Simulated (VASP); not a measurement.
# AlSn (P-6m2) in VASP: notebook, part 2 of 2

VASP 6.6.1. Earlier steps stand in the parts before.

## 3. Single point, revPBE

File INCAR:

```
SYSTEM = AlSn
ALGO = Fast
EDIFF = 1E-7
ENCUT = 520
GGA = RE
ISIF = 2
ISMEAR = -1
LASPH = .TRUE.
LCHARG = .FALSE.
LREAL = .FALSE.
LWAVE = .FALSE.
NBANDS = 16
NELM = 80
PREC = Accurate
SIGMA = 0.05
```

File KPOINTS:

```
k-points
0
G
  7 7 8
  0 0 0
```

File POSCAR:

```
AlSn
1.0
    4.1981056157      0.0000000000      0.0000000000
   -2.0990528078      3.6356661109      0.0000000000
    0.0000000000      0.0000000000      3.3068470000
Sn Al
1 1
Direct
    0.3333333333      0.6666666667      0.5000000000
    0.0000000000      0.0000000000      0.0000000000
```

Potentials or basis: VASP PAW PBE potentials, release 64 (Sn_d, Al).

The run is started by

```sh
> cat potpaw_PBE.64/Sn_d/POTCAR potpaw_PBE.64/Al/POTCAR > POTCAR
> mpirun -np 1 vasp_std > vasp.out
```

OUTCAR:

```text
SYSTEM = AlSn
   EDIFF = 1E-7
   ENCUT = 520
   GGA = RE
   ISIF = 2
   ISMEAR = -1
   LASPH = .TRUE.
   LREAL = .FALSE.
   NELM = 80
   PREC = Accurate

 ion  position               nearest neighbor table
   1  0.333  0.667  0.500-   2 2.93   2 2.93   2 2.93   2 2.93   2 2.93   2 2.93
   2  0.000  0.000  0.000-   1 2.93   1 2.93   1 2.93   1 2.93   1 2.93   1 2.93

  LATTYP: Found a hexagonal cell.
 ALAT       =     4.1981056157
 C/A-ratio  =     0.7876998110

  Lattice vectors:

 A1 = (   4.1981056157,   0.0000000000,   0.0000000000)
 A2 = (  -2.0990528078,   3.6356661109,   0.0000000000)
 A3 = (   0.0000000000,   0.0000000000,   3.3068470000)

Analysis of symmetry for initial positions (statically):
=====================================================================
 Subroutine PRICEL returns:
 Original cell was already a primitive cell.

 Routine SETGRP: Setting up the symmetry group for a
 hexagonal supercell.

 Subroutine GETGRP returns: Found 12 space group operations
 (whereof 12 operations were pure point group operations)
 out of a pool of 24 trial point group operations.

The static configuration has the point symmetry D_3h.

[... 160 lines left out ...]

 E-fermi :   6.5137     XC(G=0):  -9.5063

 val. band max:        6.5094988932   @ k =   0.0000   0.0000   0.1250
 cond. band min:       6.6801325106   @ k =   0.4286   0.1429   0.5000
 fundamental gap:      0.1706336174
 Fermi energy:         6.5136544452

 k-point     1 :       0.0000    0.0000    0.0000
  band No.  band energies     occupation
      1     -14.8991      2.00000
      2     -14.7954      2.00000
      3     -14.7954      2.00000
      4     -14.7752      2.00000
      5     -14.7752      2.00000
      6      -3.9365      2.00000
[... 433 lines left out ...]
      3     -14.8012      2.00000
      4     -14.7862      2.00000
      5     -14.7777      2.00000
      6      -1.0052      2.00000
[... 8 lines left out ...]
     15      18.7005      0.00000
     16      18.7654      0.00000

 [... further k-points ...]

------------------------ aborting loop because EDIFF is reached ----------------------------------------

  FORCE on cell =-STRESS in cart. coord.  units (eV):
  Direction    XX          YY          ZZ          XY          YZ          ZX
  --------------------------------------------------------------------------------------
  -------------------------------------------------------------------------------------
  Total        0.3089149      0.3089149      0.4097688      0.0000000     -0.0000000      0.0000000
  in kB        9.8061383      9.8061383     13.0076254      0.0000000     -0.0000000      0.0000000
  external PRESSURE =      10.8733007 kB  Pullay stress =       0.0000000 kB

 VOLUME and BASIS-vectors are now :
 -----------------------------------------------------------------------------
  energy-cutoff  :      520.00
  volume of cell :       50.47
      direct lattice vectors                 reciprocal lattice vectors
     4.198105616  0.000000000  0.000000000     0.238202678  0.137526380  0.000000000
    -2.099052808  3.635666111  0.000000000     0.000000000  0.275052760  0.000000000
     0.000000000  0.000000000  3.306847000     0.000000000  0.000000000  0.302402863

 POSITION                                       TOTAL-FORCE (eV/Angst)
 -----------------------------------------------------------------------------------
     -0.00000      2.42378      1.65342        -0.000000      0.000000      0.000000
      0.00000      0.00000      0.00000         0.000000      0.000000      0.000000
 -----------------------------------------------------------------------------------
    total drift:                                0.000000     -0.000000     -0.000000

  FREE ENERGIE OF THE ION-ELECTRON SYSTEM (eV)
  ---------------------------------------------------
  free  energy   TOTEN  =        -6.6993822485 eV

  energy  without entropy=       -6.6951578168  energy(sigma->0) =       -6.69727003
```

OSZICAR:

```text
N       E                     dE             d eps       ncg     rms          rms(c)
DAV:   1     0.991521003160E+02    0.99152E+02   -0.79097E+03  1312   0.129E+03
DAV:   2     0.146674581823E+01   -0.97685E+02   -0.93775E+02  1400   0.335E+02
DAV:   3    -0.651860759289E+01   -0.79854E+01   -0.79441E+01  1608   0.767E+01
DAV:   4    -0.671694436057E+01   -0.19834E+00   -0.19831E+00  1568   0.127E+01
DAV:   5    -0.672556796170E+01   -0.86236E-02   -0.86234E-02  1936   0.257E+00    0.239E+00
RMM:   6    -0.670713951224E+01    0.18428E-01   -0.13792E-02  1600   0.139E+00    0.141E+00
RMM:   7    -0.669889017854E+01    0.82493E-02   -0.21020E-02  1567   0.159E+00    0.136E-01
RMM:   8    -0.669921382654E+01   -0.32365E-03   -0.27476E-03  1756   0.556E-01    0.550E-02
RMM:   9    -0.669936146296E+01   -0.14764E-03   -0.96652E-04  1959   0.257E-01    0.230E-02
RMM:  10    -0.669937771002E+01   -0.16247E-04   -0.13692E-04  1910   0.120E-01    0.934E-03
RMM:  11    -0.669938171566E+01   -0.40056E-05   -0.54410E-05  2072   0.592E-02    0.201E-03
RMM:  12    -0.669938223659E+01   -0.52093E-06   -0.43263E-06  1989   0.191E-02    0.128E-03
RMM:  13    -0.669938232924E+01   -0.92653E-07   -0.10166E-06  1815   0.903E-03    0.657E-04
RMM:  14    -0.669938224847E+01    0.80767E-07   -0.21837E-07  1185   0.453E-03
   1 F= -.66993822E+01 E0= -.66972700E+01  d E =-.422443E-02
```

stdout:

```text
POSCAR found type information on POSCAR SnAl
 POSCAR found :  2 types and       2 ions
 scaLAPACK will be used
 -----------------------------------------------------------------------------
|                                                                             |
|                                                                             |
|     You enforced a specific xc type in the INCAR file but a different       |
|     I HOPE YOU KNOW WHAT YOU ARE DOING!                                     |
|                                                                             |
 -----------------------------------------------------------------------------

 LDA part: xc-table for (Slater+PW92), standard interpolation
 POSCAR, INCAR and KPOINTS ok, starting setup
 FFT: planning ... GRIDC
 FFT: planning ... GRID_SOFT
 FFT: planning ... GRID
 WAVECAR not read
 entering main loop
WARNING in EDDRMM: call to ZHEGV failed, returncode =   8  4     14
 num prob  num prob  num prob WARNING in EDDRMM: call to ZHEGV failed, returncode =   8  4     16
```

Run time: 53 s. Hardware: 1 thread of AMD EPYC 7R13 (Zen 3), shared host; peak memory 0.15 GiB.

What came out:

```yaml
Free_energy: -6.6994 eV
Pressure: 1.1 GPa
```

Stress tensor (GPa, compression positive):
```
0.98 0.00 0.00
0.00 0.98 0.00
0.00 0.00 1.30
```

Levels at points of the mesh, in eV from the Fermi level:
```csv
k point,band 6,band 7,band 8,band 9,band 10,band 11
"(0.00, 0.00, 0.00)",-10.45,-0.23,-0.23,0.74,2.61,3.11
"(0.00, 0.00, 0.50)",-7.42,-6.22,2.72,2.72,3.56,3.56
```

Caveat: the PAW data sets were made with another functional, which shifts forces and pressure a little; spin-orbit coupling is left out, which moves the levels of the heavy elements.

## 4. Single point, RPBE

This run uses another cell than the first one, of 26.01 Å³/atom, 1.031 times its volume.

File INCAR:

```
SYSTEM = AlSn
PREC = Accurate
ENCUT = 520
EDIFF = 1E-7
ISMEAR = -1
SIGMA = 0.05
LREAL = .FALSE.
LASPH = .TRUE.
NELM = 60
ALGO = Normal
ISIF = 2
LWAVE = .FALSE.
LCHARG = .FALSE.
GGA = RP
NBANDS = 16
```

File KPOINTS:

```
regular mesh
0
G
  7 7 8
  0 0 0
```

File POSCAR:

```
AlSn
1.0
    4.2425208142      0.0000000000      0.0000000000
   -2.1212604071      3.6741308012      0.0000000000
    0.0000000000      0.0000000000      3.3372393528
Sn Al
1 1
Direct
    0.3333333333      0.6666666667      0.5000000000
    0.0000000000      0.0000000000      0.0000000000
```

The run is started by

```sh
> cat potpaw_PBE.64/Sn_d/POTCAR potpaw_PBE.64/Al/POTCAR > POTCAR
> mpirun -np 1 vasp_std > vasp.out
```

It took 36 s on 1 thread of AMD EPYC 7R13 (Zen 3), shared host; peak memory 0.16 GiB.

The run converged. Its results:

| Quantity | Value |
| --- | --- |
| Free energy | -6.5979 eV |
| Pressure | -0.1 GPa |

Levels at points of the mesh, in eV from the Fermi level:
| k point | band 6 | band 7 | band 8 | band 9 | band 10 | band 11 |
| --- | --- | --- | --- | --- | --- | --- |
| (0.00, 0.00, 0.00) | -10.25 | -0.22 | -0.22 | 0.57 | 2.58 | 3.09 |
| (0.00, 0.00, 0.50) | -7.30 | -6.07 | 2.66 | 2.66 | 3.50 | 3.50 |

Caveat: the PAW data sets were made with another functional, which shifts forces and pressure a little; spin-orbit coupling is left out, which moves the levels of the heavy elements.

## 5. The runs side by side

| level | cell | gap on the mesh (eV) | pressure (GPa) |
| --- | --- | --- | --- |
| RPBE | a = 4.198, b = 4.198, c = 3.307 Å, angles 90.0, 90.0, 120.0°, 2 atoms | none | 1.4 |
| revPBE | a = 4.198, b = 4.198, c = 3.307 Å, angles 90.0, 90.0, 120.0°, 2 atoms | none | 1.1 |
| RPBE | a = 4.243, b = 4.243, c = 3.337 Å, angles 90.0, 90.0, 120.0°, 2 atoms | none | -0.1 |

Alike in all rows: task single point; potentials or basis VASP PAW PBE potentials, release 64 (Sn_d, Al); no spin polarisation; k mesh 7 × 7 × 8; cutoff (eV) 520; smearing fermi-dirac 0.05 eV.

Caveats: the PAW data sets were made with another functional, which shifts forces and pressure a little; spin-orbit coupling is left out, which moves the levels of the heavy elements.

Absolute energies hang on the potentials; compare differences alone.
